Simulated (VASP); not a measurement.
LiH:

```xyz
4
Lattice="2.7816 0.0000 0.0000 -1.3908 2.4090 0.0000 0.0000 0.0000 4.8848" Properties=species:S:1:pos:R:3 pbc="T T T"
Li    0.0000    0.0000    0.0000
Li    0.0000    0.0000    2.4424
H     0.0000    1.6060    1.2212
H     1.3908    0.8030    3.6636
```

| Property | Result |
| --- | --- |
| Program | VASP 6.6.1 |
| Task | relaxation of cell and atoms |
| Functional | LDA |
| Potentials or basis | VASP PAW LDA potentials, release 64 (Li_sv, H) |
| Cutoff | 600 eV |
| k mesh | 12 × 12 × 6 |
| Occupations | fermi-dirac, width 0.02 eV |
| Spin | no spin polarisation |

At the start: pressure -2.7 GPa; volume 8.18 Å³/atom.

Task: Where does the relaxation end?

Result: Over 6 steps the energy falls by 5.8 meV/atom and the volume is 7.55 Å³/atom (-7.7 %); space group P6_3/mmc (No. 194, to 0.1 Å) before and after.

The path:
```
step  energy change (eV)  largest force (eV/Å)  pressure (GPa)  volume (Å³)
   1              0.0000                0.0000           -2.74        32.73
   2             -0.0101                0.0000           -2.13        32.07
   3             -0.0225                0.0000           -0.51        30.60
   4             -0.0231                0.0000            0.03        30.17
   5             -0.0231                0.0000           -0.03        30.22
   6             -0.0231                0.0000           -0.03        30.22
```

Final structure:
```
Li H
1.0
     2.70642    0.00000    0.00000
    -1.35321    2.34383    0.00000
     0.00000    0.00000    4.76391
Li H
2 2
Cartesian
  -1.3532 2.3438 0.0000
  0.0000 0.0000 2.3820
  0.0000 1.5626 1.1910
  1.3532 0.7813 3.5729
```

Caveat: the cutoff is under 1.25 times the usual one of these potentials, so pressure, stress and relaxed cells hold a basis-set (Pulay) error.
